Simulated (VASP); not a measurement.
# As in VASP: single point with PBE+D3(BJ)

Aim: the single point of As with PBE+D3(BJ).

Program: VASP 6.6.1. These are calculated values, not measurements. Logs are shortened: lines on timing, memory, paths and dates and some standing lists are left out, and cuts for length are marked.

**1. The cell of the first run**

The cell holds a slab with vacuum, 4 atoms: a = 3.572 Å, b = 3.572 Å, c = 20.295 Å, α = 90.00°, β = 90.00°, γ = 120.00°.

**2. Single point, PBE+D3(BJ) (layers slid over each other)**

The input, INCAR:

```
ALGO = Normal ; DIPOL = 0.5 0.5 0.371
EDIFF = 1E-6 ; ENCUT = 400
GGA = PE ; GGA_COMPAT = F
IDIPOL = 3 ; ISIF = 2
ISMEAR = 0 ; IVDW = 12
LASPH = T ; LCHARG = F
LDIPOL = T ; LREAL = F
LWAVE = F ; NBANDS = 38
NELM = 120 ; NELMDL = -8
PREC = Accurate ; SIGMA = 0.05
```

The input, KPOINTS:

```
k-points
0
Gamma
  9 9 1
```

The input, POSCAR:

```
As
1.0
    3.5716242608      0.0000000000      0.0000000000
   -1.7858121304      3.0931173426      0.0000000000
    0.0000000000      0.0000000000     20.2951239197
As
4
Direct
    0.3333333333      0.6666666667      0.2217281362
    0.6666666667      0.3333333333      0.2905900936
    0.8333333333      0.6666666667      0.4517125392
    0.5000000000      1.0000000000      0.5205744967
```

Potentials or basis: VASP PAW PBE potentials, release 64 (As_d).

The run is started by

```sh
$ cat potpaw_PBE.64/As_d/POTCAR > POTCAR
$ mpirun -np 1 vasp_std > vasp.out
```

OUTCAR:

```text
EDIFF = 1E-6
   ENCUT = 400
   GGA = PE
   ISIF = 2
   ISMEAR = 0
   IVDW = 12
   LASPH = T
   LREAL = F
   NELM = 120
   NELMDL = -8
   PREC = Accurate
 IVDW          = 12

 ion  position               nearest neighbor table
   1  0.333  0.667  0.222-   2 2.49   2 2.49   2 2.49
   2  0.667  0.333  0.291-   1 2.49   1 2.49   1 2.49
   3  0.833  0.667  0.452-   4 2.49   4 2.49   4 2.49
   4  0.500  0.000  0.521-   3 2.49   3 2.49   3 2.49

  LATTYP: Found a hexagonal cell.
 ALAT       =     3.5716242608
 C/A-ratio  =     5.6823233458

  Lattice vectors:

 A1 = (   3.5716242608,   0.0000000000,   0.0000000000)
 A2 = (  -1.7858121304,   3.0931173426,   0.0000000000)
 A3 = (   0.0000000000,   0.0000000000,  20.2951239197)

Analysis of symmetry for initial positions (statically):
=====================================================================
 Subroutine PRICEL returns:
 Original cell was already a primitive cell.

 Routine SETGRP: Setting up the symmetry group for a
 hexagonal supercell.

 Subroutine GETGRP returns: Found  2 space group operations
 (whereof  2 operations were pure point group operations)
 out of a pool of 24 trial point group operations.

The static configuration has the point symmetry C_1h.

Analysis of symmetry for dynamics (positions and initial velocities):
=====================================================================
 Subroutine PRICEL returns:
 Original cell was already a primitive cell.

 Routine SETGRP: Setting up the symmetry group for a
 hexagonal supercell.

 Subroutine GETGRP returns: Found  2 space group operations
 (whereof  2 operations were pure point group operations)
 out of a pool of 24 trial point group operations.

The dynamic configuration has the point symmetry C_1h.

 Subroutine INISYM returns: Found  2 space group operations
 (whereof  2 operations are pure point group operations),
 and found     1 'primitive' translations

----------------------------------------------------------------------------------------

                                     Primitive cell

  volume of cell :     224.2094

  direct lattice vectors                    reciprocal lattice vectors
     3.571624261  0.000000000  0.000000000     0.279984659  0.161649218  0.000000000
    -1.785812130  3.093117343  0.000000000     0.000000000  0.323298436  0.000000000
     0.000000000  0.000000000 20.295123920     0.000000000  0.000000000  0.049272919

  length of vectors
     3.571624261  3.571624261 20.295123920     0.323298436  0.323298436  0.049272919

[... 89 lines left out ...]
   ISIF   =      2    stress and relaxation
   ISYM   =      2    0-nonsym 1-usesym 2-fastsym
   POTIM  = 0.5000    time-step for ionic-motion
   TEBEG  =    0.0;   TEEND  =   0.0 temperature during run
   PSTRESS=    0.0 pullay stress
   NELECT =      60.0000    total number of electrons
   NUPDOWN=      -1.0000    fix difference up-down
   EMIN   =  10.00;   EMAX   =-10.00  energy-range for DOS
   EFERMI =   0.00;   METHOD = LEGACY
   ISMEAR =     0;   SIGMA  =   0.05  broadening in eV -4-tet -1-fermi 0-gaus
   EFERMI_NEDOS =   21; number of points for ismear=-14 and -15
   IALGO  =     38    algorithm
   IMIX   =      4    mixing-type and parameters
     AMIX     =   0.40;   BMIX     =  1.00
     AMIX_MAG =   1.60;   BMIX_MAG =  1.00
  volume/ion in A,a.u.               =      56.05       378.26
  Fermi-wavevector in a.u.,A,eV,Ry     =   1.054971  1.993607 15.142799  1.112964
  Thomas-Fermi vector in A             =   2.190152
   LORBIT       =      0    0 simple, 1 ext, 2 COOP (PROOUT), +10 PAW based schemes
   GGA     = PE    functional components
   LHFCALC =     F    Hartree Fock is set to
   AEXX    =    0.0000 exact exchange contribution
   IVDW    =    12    specifies the selected vdW correction
   LEPSILON=     F    determine dielectric tensor
   LRPA    =     F    only Hartree local field effects (RPA)
 non-spin polarized calculation
 Gauss-broadening in eV      SIGMA  =   0.05
  energy-cutoff  :      400.00
  volume of cell :      224.21
 maximum number of plane-waves:      4097
   NGX = 11   NGY = 11   NGZ = 67

 number of electron      60.0000033 magnetization

 dipolmoment           0.000000      0.000000     -0.001622 electrons x Angstroem

 Free energy of the ion-electron system (eV)
  ---------------------------------------------------
  ext. energy  EPLUGINS =         0.00000000
  ---------------------------------------------------
  free energy    TOTEN  =       -18.62133346 eV

  energy without entropy =      -18.62133346  energy(sigma->0) =      -18.62133346

 E-fermi :  -1.5871     XC(G=0):  -4.9208

 val. band max:       -1.8468716914   @ k =  -0.2222   0.1111   0.0000
 cond. band min:      -0.9655174054   @ k =   0.3333   0.0000   0.0000
 fundamental gap:      0.8813542860
 Fermi energy:        -1.5870798403

 k-point     1 :       0.0000    0.0000    0.0000
  band No.  band energies     occupation
      1     -37.3715      2.00000
      2     -37.3704      2.00000
      3     -37.3478      2.00000
      4     -37.3476      2.00000
      5     -37.3303      2.00000
      6     -37.3280      2.00000
[... 973 lines left out ...]
     37       5.1019      0.00000
     38       5.4319      0.00000

 [... further k-points ...]

------------------------ aborting loop because EDIFF is reached ----------------------------------------

 vacuum level on the upper side and lower side of the slab       (xc-potential included)        -0.161        -0.136

 Edisp (eV)   -1.09110

 E8    (eV) :    -0.4763

  FORCE on cell =-STRESS in cart. coord.  units (eV):
  Direction    XX          YY          ZZ          XY          YZ          ZX
  --------------------------------------------------------------------------------------
  -------------------------------------------------------------------------------------
  Total      -0.00863     0.24247     0.21850     0.00000     0.57417     0.00000
  in kB      -0.06166     1.73265     1.56138     0.00000     4.10294     0.00000
  external pressure =        1.08 kB  Pullay stress =        0.00 kB

 VOLUME and BASIS-vectors are now :
 -----------------------------------------------------------------------------
  energy-cutoff  :      400.00
  volume of cell :      224.21
      direct lattice vectors                 reciprocal lattice vectors
     3.571624261  0.000000000  0.000000000     0.279984659  0.161649218  0.000000000
    -1.785812130  3.093117343  0.000000000     0.000000000  0.323298436  0.000000000
     0.000000000  0.000000000 20.295123920     0.000000000  0.000000000  0.049272919

 POSITION                                       TOTAL-FORCE (eV/Angst)
 -----------------------------------------------------------------------------------
     -0.00000      2.06208      4.50000         0.000000     -0.044955     -0.027319
      1.78581      1.03104      5.89756         0.000000     -0.094344     -0.054125
      1.78581      2.06208      9.16756        -0.000000      0.099159      0.050625
      1.78581      0.00000     10.56512         0.000000      0.040140      0.030819
 -----------------------------------------------------------------------------------
    total drift:                                0.000001     -0.000009      0.001192

  FREE ENERGIE OF THE ION-ELECTRON SYSTEM (eV)
  ---------------------------------------------------
  free  energy   TOTEN  =       -19.7124367342 eV

  energy  without entropy=      -19.7124367342  energy(sigma->0) =      -19.71243673

 vacuum level on the upper side and lower side of the slab         3.005         3.033
```

Run time: 89 s. Hardware: 1 thread of Intel Xeon 6975P-C (Granite Rapids), shared host; peak memory 0.32 GiB.

What came out:

| Quantity | Value |
| --- | --- |
| Free energy | -19.7124 eV |
| Largest force | 0.111 eV/Å |
| Band gap on the k mesh | 0.88 eV (least direct gap 1.49 eV) |
| Dispersion energy per atom | -0.273 eV |

Forces in eV/Å, atoms in the order of the input:
```
As   0.000 -0.045 -0.027
As   0.000 -0.094 -0.054
As   0.000  0.099  0.051
As   0.000  0.040  0.031
```

Levels at points of the mesh, in eV from the valence-band top:
| k point | band 28 | band 29 | band 30 | band 31 | band 32 | band 33 |
| --- | --- | --- | --- | --- | --- | --- |
| (0.00, 0.00, 0.00) | -0.32 | -0.30 | -0.12 | 1.60 | 2.22 | 3.13 |

Caveat: the cell differs from its parent crystal (layers slid over each other).
